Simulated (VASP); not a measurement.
Crystal: CaSe.

```
Ca Se
1.0
     0.00000    3.27956    3.27956
     3.27956    0.00000    3.27956
     3.27956    3.27956    0.00000
Ca Se
1 1
Direct
  0.00000 0.00000 0.00000
  0.25000 0.25000 0.25000
```

Base run:

```yaml
Program: VASP 6.6.1
Functional: PBE
Potentials_or_basis: VASP PAW PBE potentials, release 64 (Ca_sv, Se)
Cutoff: 520 eV
k_mesh: 4 × 4 × 4
Occupations: gaussian, width 0.01 eV
Spin: no spin polarisation
```

Its results: band gap on the k mesh 3.20 eV (least direct gap 3.30 eV); pressure 0.6 GPa.

Question: The run is repeated on the same cell with these changes: functional from PBE to HF. What comes out?

Answer: Band gap on the k mesh 9.93 eV (least direct gap 9.97 eV); pressure 3.3 GPa.

Caveats: the cell stands under pressure (at least some runs); the PAW data sets were made with another functional, which shifts forces and pressure a little (at least some runs).

A k mesh can miss the band edges.
